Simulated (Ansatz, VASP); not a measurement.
This is a calculation of Se for Ansatz 0.2.0.

The input input.yaml:

```yaml
crystal:
  lattice:
    - [4.2770688679, 0.0, 0.0]
    - [-2.1385344339, 3.7040502933, 0.0]
    - [0.0, 0.0, 4.8524777481]
  atoms:
    - { symbol: Se, position: [0.7746, 0.7746, 0.0] }
    - { symbol: Se, position: [0.0, 0.2254, 0.6666666667] }
    - { symbol: Se, position: [0.2254, 0.0, 0.3333333333] }
kpoints:
  mp_grid: { grid: [7, 7, 6] }
scf:
  occupations: { method: fermi_dirac, width: 0.05 }
hamiltonian:
  xc: lda
  pseudopotentials: { kind: all_electron, lapw: { basis_error: 0.002 } }
output:
  forces: true
  stress: true
  eigenvalues: true
```

Potentials or basis: all-electron LAPW, scalar-relativistic.

Launch:

```console
$ ansatz run input.yaml --threads 2 --pin off --max-ram 8192MiB --backend cpu --events-out ev --progress --plain --runs-dir out
```

Task: Translate it to VASP 6.6.1. Potentials there: VASP PAW LDA potentials, release 64 (Se).

Result: As run (the cutoff follows the program's own potentials):

INCAR

```
SYSTEM = Se
ALGO = Normal
EDIFF = 1E-7
ENCUT = 520
ISIF = 2
ISMEAR = -1
LASPH = .TRUE.
LCHARG = .TRUE.
LELF = .TRUE.
LREAL = .FALSE.
LVHAR = .TRUE.
LWAVE = .FALSE.
NBANDS = 16
NELM = 60
PREC = Accurate
SIGMA = 0.05
```

Contents of KPOINTS:

```
k-points
0
G
  7 7 6
  0 0 0
```

File POSCAR:

```
Se
1.0
    4.2770688679      0.0000000000      0.0000000000
   -2.1385344339      3.7040502933      0.0000000000
    0.0000000000      0.0000000000      4.8524777481
Se
3
Direct
    0.7746000000      0.7746000000      0.0000000000
    0.0000000000      0.2254000000      0.6666666667
    0.2254000000      0.0000000000      0.3333333333
```

Potentials or basis: VASP PAW LDA potentials, release 64 (Se).

Launch:

```bash
$ cat potpaw_LDA.64/Se/POTCAR > POTCAR
$ mpirun -np 1 vasp_std > vasp.out
```

Both were run:

|  | VASP | Ansatz | Ansatz less VASP |
| --- | --- | --- | --- |
| gap on the k mesh at the Fermi level (eV) | 1.03 | 1.04 | +0.012 |
| least direct gap on the mesh (eV) | 1.47 | 1.50 | +0.024 |
| pressure (GPa) | 2.9 | 2.6 | -0.28 |
| traceless stress, the component that is largest in VASP (GPa) | 2.54 | 2.43 | -0.115 |
| rms of the force components (eV/Å) | 0.551 | 0.513 | -0.0378 |

LDA's correlation is that of Perdew and Zunger in VASP and of Perdew and Wang (1992) in Ansatz. Atom by atom the forces differ by 0.038 eV/Å (rms over components). Ansatz ran all-electron here, and VASP with PAW potentials.
